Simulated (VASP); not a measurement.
# SnO2 (Cassiterite) (P4_2/mnm) in VASP: notebook

The runs below take SnO2 (Cassiterite) through single point, with PBE.

Everything below comes from runs of VASP 6.6.1. Logs are shortened: lines on timing, memory, paths and dates and some standing lists are left out, and cuts for length are marked.

### Step 1. The cell of the first run

It takes space group P4_2/mnm (No. 136, tetragonal). Conventional cell: a = 4.608 Å, b = 4.608 Å, c = 3.099 Å, α = 90.00°, β = 90.00°, γ = 90.00°. Within 2.6 Å of Sn (site symmetry mmm) lie 6 O at 2.00 Å. Within 2.6 Å of O (site symmetry m2m) lie 3 Sn at 2.00 Å and 1 O at 2.51 Å.

### Step 2. Single point, PBE

INCAR

```
SYSTEM = SnO2
ALGO = Normal
EDIFF = 1E-6
ENCUT = 520
GGA = PE
ISIF = 2
ISMEAR = 0
LASPH = .TRUE.
LCHARG = .TRUE.
LELF = .TRUE.
LREAL = .FALSE.
LVHAR = .TRUE.
LWAVE = .FALSE.
NBANDS = 35
NELM = 80
PREC = Accurate
SIGMA = 0.01
```

KPOINTS

```
k-points
0
G
  4 4 6
  0 0 0
```

POSCAR

```
SnO2
1.0
    4.6081258586      0.0000000000      0.0000000000
    0.0000000000      4.6081258586      0.0000000000
    0.0000000000      0.0000000000      3.0991542947
Sn O
2 4
Direct
    0.0000000000      0.0000000000      0.0000000000
    0.5000000000      0.5000000000      0.5000000000
    0.3071000000      0.3071000000      0.0000000000
    0.1929000000      0.8071000000      0.5000000000
    0.6929000000      0.6929000000      0.0000000000
    0.8071000000      0.1929000000      0.5000000000
```

Potentials or basis: VASP PAW PBE potentials, release 64 (Sn_d, O).

The run is started by

```sh
cat potpaw_PBE.64/Sn_d/POTCAR potpaw_PBE.64/O/POTCAR > POTCAR
mpirun -np 1 vasp_std > vasp.out
```

OUTCAR:

```text
SYSTEM = SnO2
   EDIFF = 1E-6
   ENCUT = 520
   GGA = PE
   ISIF = 2
   ISMEAR = 0
   LASPH = .TRUE.
   LREAL = .FALSE.
   NELM = 80
   PREC = Accurate

 ion  position               nearest neighbor table
   1  0.000  0.000  0.000-   4 2.00   6 2.00   4 2.00   6 2.00   5 2.00   3 2.00   2 3.61   2 3.61
                             2 3.61   2 3.61   2 3.61   2 3.61   2 3.61   2 3.61
   2  0.500  0.500  0.500-   3 2.00   5 2.00   3 2.00   5 2.00   4 2.00   6 2.00   1 3.61   1 3.61
                             1 3.61   1 3.61   1 3.61   1 3.61   1 3.61   1 3.61
   3  0.307  0.307  0.000-   2 2.00   2 2.00   1 2.00
   4  0.193  0.807  0.500-   1 2.00   1 2.00   2 2.00
   5  0.693  0.693  0.000-   2 2.00   2 2.00   1 2.00
   6  0.807  0.193  0.500-   1 2.00   1 2.00   2 2.00

  LATTYP: Found a simple tetragonal cell.
 ALAT       =     4.6081258586
 C/A-ratio  =     0.6725411566

  Lattice vectors:

 A1 = (   4.6081258586,   0.0000000000,   0.0000000000)
 A2 = (   0.0000000000,   4.6081258586,   0.0000000000)
 A3 = (   0.0000000000,   0.0000000000,   3.0991542947)

Analysis of symmetry for initial positions (statically):
=====================================================================
 Subroutine PRICEL returns:
 Original cell was already a primitive cell.

 Routine SETGRP: Setting up the symmetry group for a
 simple tetragonal supercell.

 Subroutine GETGRP returns: Found 16 space group operations
 (whereof  8 operations were pure point group operations)
 out of a pool of 16 trial point group operations.

The static configuration has the point symmetry D_2h.
 The point group associated with its full space group is D_4h.

Analysis of symmetry for dynamics (positions and initial velocities):
=====================================================================
 Subroutine PRICEL returns:
 Original cell was already a primitive cell.

 Routine SETGRP: Setting up the symmetry group for a
 simple tetragonal supercell.

 Subroutine GETGRP returns: Found 16 space group operations
 (whereof  8 operations were pure point group operations)
 out of a pool of 16 trial point group operations.

The dynamic configuration has the point symmetry D_2h.
 The point group associated with its full space group is D_4h.

[... 103 lines left out ...]
   ENCUT  =  520.0 eV  38.22 Ry    6.18 a.u.   8.57  8.57  5.76*2*pi/ulx,y,z
   NELM   =     80;   NELMIN=  2; NELMDL= -5     # of ELM steps
   EDIFF  = 0.1E-05   stopping-criterion for ELM
   LREAL  =      F    real-space projection
   EDIFFG = 0.1E-04   stopping-criterion for IOM
   NSW    =      0    number of steps for IOM
   IBRION =     -1    ionic relax: 0-MD 1-quasi-New 2-CG
   NFREE  =      0    steps in history (QN), initial steepest desc. (CG)
   ISIF   =      2    stress and relaxation
   ISYM   =      2    0-nonsym 1-usesym 2-fastsym
   POTIM  = 0.5000    time-step for ionic-motion
   TEBEG  =    0.0;   TEEND  =   0.0 temperature during run
   PSTRESS=    0.0 pullay stress
   NELECT =      52.0000    total number of electrons
   NUPDOWN=      -1.0000    fix difference up-down
   EMIN   =  10.00;   EMAX   =-10.00  energy-range for DOS
   EFERMI =   0.00;   METHOD = LEGACY
   ISMEAR =     0;   SIGMA  =   0.01  broadening in eV -4-tet -1-fermi 0-gaus
   EFERMI_NEDOS =   21; number of points for ismear=-14 and -15
   IALGO  =     38    algorithm
   IMIX   =      4    mixing-type and parameters
     AMIX     =   0.40;   BMIX     =  1.00
     AMIX_MAG =   1.60;   BMIX_MAG =  1.00
  volume/ion in A,a.u.               =      10.97        74.02
  Fermi-wavevector in a.u.,A,eV,Ry     =   1.513487  2.860075 31.166083  2.290643
  Thomas-Fermi vector in A             =   2.623271
   LORBIT       =      0    0 simple, 1 ext, 2 COOP (PROOUT), +10 PAW based schemes
   GGA     = PE    functional components
   LHFCALC =     F    Hartree Fock is set to
   AEXX    =    0.0000 exact exchange contribution
   IVDW    =     0    specifies the selected vdW correction
   LEPSILON=     F    determine dielectric tensor
   LRPA    =     F    only Hartree local field effects (RPA)
 non-spin polarized calculation
 Gauss-broadening in eV      SIGMA  =   0.01
  energy-cutoff  :      520.00
  volume of cell :       65.81
 maximum number of plane-waves:      1796
 NGX is ok and might be reduce to    36
   NGX = 17   NGY = 17   NGZ = 11

 number of electron      52.0000021 magnetization

 Free energy of the ion-electron system (eV)
  ---------------------------------------------------
  ext. energy  EPLUGINS =         0.00000000
  ---------------------------------------------------
  free energy    TOTEN  =       -36.33587138 eV

  energy without entropy =      -36.33587138  energy(sigma->0) =      -36.33587138

 E-fermi :   7.2076     XC(G=0): -11.7071

 val. band max:        7.1567854378   @ k =   0.0000   0.0000   0.0000
 cond. band min:       9.4549829744   @ k =   0.0000   0.0000   0.0000
 fundamental gap:      2.2981975366
 Fermi energy:         7.2075750839

 k-point     1 :       0.0000    0.0000    0.0000
  band No.  band energies     occupation
      1     -14.1340      2.00000
      2     -13.2546      2.00000
      3     -12.6937      2.00000
      4     -12.6770      2.00000
      5     -12.6770      2.00000
      6     -12.6250      2.00000
[... 901 lines left out ...]
     34      19.2996      0.00000
     35      20.8954      0.00000

------------------------ aborting loop because EDIFF is reached ----------------------------------------

  FORCE on cell =-STRESS in cart. coord.  units (eV):
  Direction    XX          YY          ZZ          XY          YZ          ZX
  --------------------------------------------------------------------------------------
  -------------------------------------------------------------------------------------
  Total       13.1344476     13.1344476     17.4173417      0.0000000      0.0000000      0.0000000
  in kB      319.7647092    319.7647092    424.0339134      0.0000000      0.0000000      0.0000000
  external PRESSURE =     354.5211106 kB  Pullay stress =       0.0000000 kB

 VOLUME and BASIS-vectors are now :
 -----------------------------------------------------------------------------
  energy-cutoff  :      520.00
  volume of cell :       65.81
      direct lattice vectors                 reciprocal lattice vectors
     4.608125859  0.000000000  0.000000000     0.217007962  0.000000000  0.000000000
     0.000000000  4.608125859  0.000000000     0.000000000  0.217007962  0.000000000
     0.000000000  0.000000000  3.099154295     0.000000000  0.000000000  0.322668672

 POSITION                                       TOTAL-FORCE (eV/Angst)
 -----------------------------------------------------------------------------------
      0.00000      0.00000      0.00000         0.000000      0.000000      0.000000
      2.30406      2.30406      1.54958         0.000000      0.000000      0.000000
      1.41516      1.41516      0.00000        -0.487280     -0.487280     -0.000000
      0.88891      3.71922      1.54958         0.487280     -0.487280      0.000000
      3.19297      3.19297      0.00000         0.487280      0.487280      0.000000
      3.71922      0.88891      1.54958        -0.487280      0.487280      0.000000
 -----------------------------------------------------------------------------------
    total drift:                               -0.000000      0.000000      0.000000

  FREE ENERGIE OF THE ION-ELECTRON SYSTEM (eV)
  ---------------------------------------------------
  free  energy   TOTEN  =       -36.3358713791 eV

  energy  without entropy=      -36.3358713791  energy(sigma->0) =      -36.33587138
```

stdout:

```text
POSCAR found type information on POSCAR SnO
 POSCAR found :  2 types and       6 ions
 scaLAPACK will be used
 LDA part: xc-table for (Slater+PW92), standard interpolation
 POSCAR, INCAR and KPOINTS ok, starting setup
 FFT: planning ... GRIDC
 FFT: planning ... GRID_SOFT
 FFT: planning ... GRID
 WAVECAR not read
 entering main loop
```

It took 21 s on 1 thread of Intel Xeon 6975P-C (Granite Rapids), shared host; peak memory 0.19 GiB.

What came out:

* Free energy: -36.3359 eV
* Pressure: 35.5 GPa
* Largest force: 0.689 eV/Å
* Band gap on the k mesh: 2.30 eV, direct

Forces on the atoms (eV/Å):
```
Sn   0.000  0.000  0.000
Sn   0.000  0.000  0.000
O   -0.487 -0.487  0.000
O    0.487 -0.487  0.000
O    0.487  0.487  0.000
O   -0.487  0.487  0.000
```

Levels at points of the mesh, in eV from the valence-band top:
```tsv
k point	band 22	band 23	band 24	band 25	band 26	band 27	band 28	band 29	band 30	band 31
(0.00, 0.00, 0.00)	-1.15	-1.15	-0.85	-0.85	0.00	2.30	6.83	6.83	6.95	10.92
(0.50, 0.00, 0.00)	-2.04	-1.13	-1.13	-0.68	-0.68	5.40	5.40	7.60	7.60	11.91
(0.50, 0.50, 0.00)	-2.12	-1.24	-1.24	-0.99	-0.99	5.83	5.83	8.16	8.16	11.86
(0.00, 0.00, 0.50)	-2.63	-1.88	-1.88	-1.38	-1.38	7.30	7.30	10.38	10.38	11.37
(0.50, 0.00, 0.50)	-1.83	-1.25	-1.25	-0.58	-0.58	7.60	7.60	8.80	8.80	11.87
(0.50, 0.50, 0.50)	-2.41	-1.06	-1.06	-0.94	-0.94	5.84	5.84	9.30	9.30	11.86
```

Caveat: spin-orbit coupling is left out, which moves the levels of the heavy elements.

### Step 3. Single point, PBE

This run uses another cell than the first one, of 11.29 Å³/atom, 1.029 times its volume.

INCAR

```
ALGO     = Normal         # electronic algorithm
EDIFF    = 1E-6           # SCF threshold, eV
ENCUT    = 520            # plane-wave cutoff, eV
GGA      = PE             # functional
ISIF     = 2              # what is computed and relaxed
ISMEAR   = 0              # smearing method
LASPH    = True           # aspherical terms in the spheres
LCHARG   = True           # write CHGCAR
LELF     = True           # ELF
LREAL    = False          # projectors in reciprocal space
LVHAR    = True         
LWAVE    = False          # write WAVECAR
NBANDS   = 35             # bands
NELM     = 80             # most SCF steps
PREC     = Accurate       # precision mode
SIGMA    = 0.01           # smearing width, eV
```

KPOINTS

```
k-points
0
Gamma
  4 4 6
```

POSCAR: that of step 2 with these lines changed.

```diff
@@ -2,5 +2,5 @@
 1.0
-    4.6081258586      0.0000000000      0.0000000000
-    0.0000000000      4.6081258586      0.0000000000
-    0.0000000000      0.0000000000      3.0991542947
+    4.6522254363      0.0000000000      0.0000000000
+    0.0000000000      4.6522254363      0.0000000000
+    0.0000000000      0.0000000000      3.1288130757
 Sn O
```

Potentials or basis: VASP PAW PBE potentials, release 64 (Sn_d, O).

The run is started by

```sh
cat potpaw_PBE.64/Sn_d/POTCAR potpaw_PBE.64/O/POTCAR > POTCAR
mpirun -np 1 vasp_std > vasp.out
```

It took 21 s on 1 thread of Intel Xeon 6975P-C (Granite Rapids), shared host; peak memory 0.19 GiB.

The run converged. Its results:

```
Free energy            : -36.7062 eV
Pressure               : 26.4 GPa
Largest force          : 0.544 eV/Å
Band gap on the k mesh : 1.94 eV, direct
```

Forces in eV/Å, atoms in the order of the input:
```
Sn   0.000  0.000  0.000
Sn   0.000  0.000  0.000
O   -0.385 -0.385  0.000
O    0.385 -0.385  0.000
O    0.385  0.385  0.000
O   -0.385  0.385  0.000
```

Stress tensor (GPa, compression positive):
```
23.80  0.00  0.00
 0.00 23.80  0.00
 0.00  0.00 31.51
```

Levels at points of the mesh, in eV from the valence-band top:
| k point | band 23 | band 24 | band 25 | band 26 | band 27 | band 28 | band 29 | band 30 |
| --- | --- | --- | --- | --- | --- | --- | --- | --- |
| (0.00, 0.00, 0.00) | -1.18 | -0.83 | -0.83 | 0.00 | 1.94 | 6.66 | 6.66 | 6.67 |
| (0.50, 0.00, 0.00) | -1.15 | -1.15 | -0.67 | -0.67 | 5.06 | 5.06 | 7.42 | 7.42 |
| (0.50, 0.50, 0.00) | -1.27 | -1.27 | -0.96 | -0.96 | 5.48 | 5.48 | 7.94 | 7.94 |
| (0.00, 0.00, 0.50) | -1.80 | -1.80 | -1.34 | -1.34 | 6.92 | 6.92 | 10.18 | 10.18 |
| (0.50, 0.00, 0.50) | -1.20 | -1.20 | -0.63 | -0.63 | 7.22 | 7.22 | 8.55 | 8.55 |
| (0.50, 0.50, 0.50) | -1.03 | -1.03 | -0.90 | -0.90 | 5.52 | 5.52 | 9.16 | 9.16 |

Caveat: spin-orbit coupling is left out, which moves the levels of the heavy elements.

### Step 4. Single point, PBE

This run uses another cell than the first one, of 11.60 Å³/atom, 1.058 times its volume.

INCAR

```
SYSTEM = SnO2
PREC = Accurate
ENCUT = 520
EDIFF = 1E-6
ISMEAR = 0
SIGMA = 0.01
LREAL = .False.
LASPH = .True.
NELM = 80
ALGO = Normal
ISIF = 2
LWAVE = .False.
LCHARG = .False.
GGA = PE
NBANDS = 35
```

KPOINTS

```
regular mesh
0
Gamma
  4 4 6
  0 0 0
```

POSCAR: that of step 3 with these lines changed.

```diff
@@ -2,5 +2,5 @@
 1.0
-    4.6522254363      0.0000000000      0.0000000000
-    0.0000000000      4.6522254363      0.0000000000
-    0.0000000000      0.0000000000      3.1288130757
+    4.6955044373      0.0000000000      0.0000000000
+    0.0000000000      4.6955044373      0.0000000000
+    0.0000000000      0.0000000000      3.1579199851
 Sn O
```

The run is started by

```sh
cat potpaw_PBE.64/Sn_d/POTCAR potpaw_PBE.64/O/POTCAR > POTCAR
mpirun -np 1 vasp_std > vasp.out
```

Wall time 21 s (1 thread of Intel Xeon 6975P-C (Granite Rapids), shared host); peak memory 0.19 GiB.

Results (log left out):

```
Free energy            : -36.9758 eV
Pressure               : 18.5 GPa
Largest force          : 0.413 eV/Å
Band gap on the k mesh : 1.59 eV, direct
```

Forces on the atoms (eV/Å):
```
Sn   0.000  0.000  0.000
Sn   0.000  0.000  0.000
O   -0.292 -0.292  0.000
O    0.292 -0.292  0.000
O    0.292  0.292  0.000
O   -0.292  0.292  0.000
```

Stress tensor (GPa, compression positive):
```
16.74  0.00  0.00
 0.00 16.74  0.00
 0.00  0.00 22.09
```

Levels at points of the mesh, in eV from the valence-band top:
| k point | band 22 | band 23 | band 24 | band 25 | band 26 | band 27 | band 28 | band 29 | band 30 | band 31 |
| --- | --- | --- | --- | --- | --- | --- | --- | --- | --- | --- |
| (0.00, 0.00, 0.00) | -1.21 | -1.21 | -0.80 | -0.80 | 0.00 | 1.59 | 6.41 | 6.50 | 6.50 | 10.62 |
| (0.50, 0.00, 0.00) | -1.99 | -1.17 | -1.17 | -0.65 | -0.65 | 4.74 | 4.74 | 7.25 | 7.25 | 11.27 |
| (0.50, 0.50, 0.00) | -2.01 | -1.29 | -1.29 | -0.93 | -0.93 | 5.15 | 5.15 | 7.73 | 7.73 | 11.28 |
| (0.00, 0.00, 0.50) | -2.61 | -1.73 | -1.73 | -1.30 | -1.30 | 6.56 | 6.56 | 9.98 | 9.98 | 10.92 |
| (0.50, 0.00, 0.50) | -1.76 | -1.15 | -1.15 | -0.66 | -0.66 | 6.85 | 6.85 | 8.30 | 8.30 | 11.32 |
| (0.50, 0.50, 0.50) | -2.43 | -1.00 | -1.00 | -0.87 | -0.87 | 5.21 | 5.21 | 9.02 | 9.02 | 11.31 |

Caveat: spin-orbit coupling is left out, which moves the levels of the heavy elements.

### Step 5. Single point, PBE

This run uses another cell than the first one, of 11.92 Å³/atom, 1.087 times its volume.

INCAR

```
SYSTEM = SnO2
ALGO = Normal
EDIFF = 1E-7
ENCUT = 520
GGA = PE
ISIF = 2
ISMEAR = 0
LASPH = .TRUE.
LCHARG = .FALSE.
LREAL = .FALSE.
LWAVE = .FALSE.
NBANDS = 35
NELM = 60
PREC = Accurate
SIGMA = 0.01
```

KPOINTS

```
k-points
0
G
  4 4 6
  0 0 0
```

POSCAR: that of step 4 with these lines changed.

```diff
@@ -2,5 +2,5 @@
 1.0
-    4.6955044373      0.0000000000      0.0000000000
-    0.0000000000      4.6955044373      0.0000000000
-    0.0000000000      0.0000000000      3.1579199851
+    4.7380000000      0.0000000000      0.0000000000
+    0.0000000000      4.7380000000      0.0000000000
+    0.0000000000      0.0000000000      3.1865000000
 Sn O
```

The run is started by

```sh
cat potpaw_PBE.64/Sn_d/POTCAR potpaw_PBE.64/O/POTCAR > POTCAR
mpirun -np 1 vasp_std > vasp.out
```

Run time: 22 s. Hardware: 1 thread of Intel Xeon 6975P-C (Granite Rapids), shared host; peak memory 0.2 GiB.

The run converged. Its results:

```
Free energy            : -37.1583 eV
Pressure               : 11.8 GPa
Largest force          : 0.294 eV/Å
Band gap on the k mesh : 1.27 eV, direct
```

Forces in eV/Å, atoms in the order of the input:
```
Sn   0.000  0.000  0.000
Sn   0.000  0.000  0.000
O   -0.208 -0.208  0.000
O    0.208 -0.208  0.000
O    0.208  0.208  0.000
O   -0.208  0.208  0.000
```

Stress tensor (GPa, compression positive):
```
10.68  0.00  0.00
 0.00 10.68  0.00
 0.00  0.00 13.98
```

Levels at points of the mesh, in eV from the valence-band top:
```tsv
k point	band 22	band 23	band 24	band 25	band 26	band 27	band 28	band 29	band 30	band 31
(0.00, 0.00, 0.00)	-1.23	-1.23	-0.78	-0.78	0.00	1.27	6.15	6.35	6.35	10.49
(0.50, 0.00, 0.00)	-1.95	-1.19	-1.19	-0.64	-0.64	4.44	4.44	7.09	7.09	10.97
(0.50, 0.50, 0.00)	-1.96	-1.31	-1.31	-0.90	-0.90	4.84	4.84	7.53	7.53	11.01
(0.00, 0.00, 0.50)	-2.59	-1.66	-1.66	-1.26	-1.26	6.23	6.23	9.78	9.78	10.71
(0.50, 0.00, 0.50)	-1.73	-1.10	-1.10	-0.70	-0.70	6.51	6.51	8.07	8.07	11.06
(0.50, 0.50, 0.50)	-2.43	-0.97	-0.97	-0.84	-0.84	4.92	4.92	8.88	8.88	11.05
```

Caveat: spin-orbit coupling is left out, which moves the levels of the heavy elements.

### Step 6. Single point, PBE

This run uses another cell than the first one, of 12.24 Å³/atom, 1.116 times its volume.

INCAR

```
PREC = Accurate ; ENCUT = 520
EDIFF = 1E-7 ; ISMEAR = 0
SIGMA = 0.01 ; LREAL = F
LASPH = T ; NELM = 60
ALGO = Normal ; ISIF = 2
LWAVE = F ; LCHARG = T
GGA = PE ; LELF = T
LVHAR = T ; NBANDS = 35
```

KPOINTS

```
Automatic mesh
0
Gamma
  4 4 6
```

POSCAR: that of step 5 with these lines changed.

```diff
@@ -2,5 +2,5 @@
 1.0
-    4.7380000000      0.0000000000      0.0000000000
-    0.0000000000      4.7380000000      0.0000000000
-    0.0000000000      0.0000000000      3.1865000000
+    4.7797466444      0.0000000000      0.0000000000
+    0.0000000000      4.7797466444      0.0000000000
+    0.0000000000      0.0000000000      3.2145763365
 Sn O
```

Potentials or basis: VASP PAW PBE potentials, release 64 (Sn_d, O).

The run is started by

```sh
cat potpaw_PBE.64/Sn_d/POTCAR potpaw_PBE.64/O/POTCAR > POTCAR
mpirun -np 1 vasp_std > vasp.out
```

Run time: 23 s. Hardware: 1 thread of Intel Xeon 6975P-C (Granite Rapids), shared host; peak memory 0.19 GiB.

The run converged. Its results:

| Property | Result |
| --- | --- |
| Free energy | -37.2657 eV |
| Pressure | 5.9 GPa |
| Largest force | 0.186 eV/Å |
| Band gap on the k mesh | 0.97 eV, direct |

Forces on the atoms (eV/Å):
```
Sn   0.000  0.000  0.000
Sn   0.000  0.000  0.000
O   -0.132 -0.132  0.000
O    0.132 -0.132  0.000
O    0.132  0.132  0.000
O   -0.132  0.132  0.000
```

Stress tensor (GPa, compression positive):
```
5.43 0.00 0.00
0.00 5.43 0.00
0.00 0.00 6.92
```

Levels at points of the mesh, in eV from the valence-band top:
```tsv
k point	band 23	band 24	band 25	band 26	band 27	band 28	band 29	band 30
(0.00, 0.00, 0.00)	-1.25	-0.76	-0.76	0.00	0.97	5.90	6.20	6.20
(0.50, 0.00, 0.00)	-1.20	-1.20	-0.62	-0.62	4.16	4.16	6.94	6.94
(0.50, 0.50, 0.00)	-1.32	-1.32	-0.87	-0.87	4.55	4.55	7.33	7.33
(0.00, 0.00, 0.50)	-1.59	-1.59	-1.22	-1.22	5.91	5.91	9.58	9.58
(0.50, 0.00, 0.50)	-1.06	-1.06	-0.72	-0.72	6.18	6.18	7.85	7.85
(0.50, 0.50, 0.50)	-0.95	-0.95	-0.81	-0.81	4.65	4.65	8.74	8.74
```

Caveat: spin-orbit coupling is left out, which moves the levels of the heavy elements. PBE gaps usually lie below the measured ones, often by a third to a half.

### Step 7. Summary

```tsv
cell	gap on the mesh (eV)	pressure (GPa)	largest force (eV/Å)
a = 4.608, b = 4.608, c = 3.099 Å, 6 atoms	2.30	35.5	0.69
a = 4.652, b = 4.652, c = 3.129 Å, 6 atoms	1.94	26.4	0.54
a = 4.696, b = 4.696, c = 3.158 Å, 6 atoms	1.59	18.5	0.41
a = 4.738, b = 4.738, c = 3.187 Å, 6 atoms	1.27	11.8	0.29
a = 4.780, b = 4.780, c = 3.215 Å, 6 atoms	0.97	5.9	0.19
```

Alike in all rows: task single point; level PBE; potentials or basis VASP PAW PBE potentials, release 64 (Sn_d, O); no spin polarisation; k mesh 4 × 4 × 6; cutoff (eV) 520; smearing gaussian 0.01 eV.

Caveats: spin-orbit coupling is left out, which moves the levels of the heavy elements.

Absolute energies hang on the potentials; compare differences alone.
